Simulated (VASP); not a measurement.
Write the native input for VASP 6.6.1 that does the following.

```yaml
Task: single point
Functional: PBEsol
Potentials_or_basis: VASP PAW PBE potentials, release 64 (Ni)
Cutoff: 520 eV
k_mesh: 10 × 10 × 17
Occupations: fermi-dirac, width 0.05 eV
Spin: collinear spin, ferromagnetic start
Starting_moments: "[1.0, 1.0, 1.0, 1.0] μB"
Dipole_correction: no
Further_INCAR_settings: ALGO = Normal; EDIFF = 1e-07; NBANDS = 32
```

The structure of Ni lies in POSCAR:

```
Ni
1.0
    0.0000000000      4.2368467844      0.0000000000
    0.0000000000      0.0000000000      4.0185732436
    2.4461446315      0.0000000000      0.0000000000
Ni
4
Direct
    0.3333333330      0.2500000000      0.0000000000
    0.8333333330      0.2500000000      0.5000000000
    0.1666666670      0.7500000000      0.5000000000
    0.6666666670      0.7500000000      0.0000000000
```

This isn't the form of Ni at room conditions, which is fcc.

One way to write it, as run:

INCAR

```
SYSTEM = Ni
PREC = Accurate
ENCUT = 520
EDIFF = 1E-7
ISMEAR = -1
SIGMA = 0.05
LREAL = .False.
LASPH = .True.
NELM = 150
ALGO = Normal
ISIF = 2
LWAVE = .False.
LCHARG = .False.
ISPIN = 2
MAGMOM = 1 1 1 1
LORBIT = 11
LMAXMIX = 4
GGA = PS
NBANDS = 32
KPAR = 4
```

KPOINTS

```
regular mesh
0
Gamma
  10 10 17
  0 0 0
```

Potentials or basis: VASP PAW PBE potentials, release 64 (Ni).

The run is started by

```console
$ cat potpaw_PBE.64/Ni/POTCAR > POTCAR
$ mpirun -np 4 vasp_std > vasp.out
```

Results of the run:

```yaml
Pressure: 0.0 GPa
Net_moment: 2.50 μB per cell
Site_moments: Ni +0.63 μB
Valence_electrons_inside_the_program's_atomic_spheres: Ni 9.40
```

Caveat: the PAW data sets were made with another functional, which shifts forces and pressure a little.

Wall time 4.4 min on 4 MPI ranks on Oxide Virtual Turin-like Processor, on a shared host, peak memory 0.57 GiB a rank.
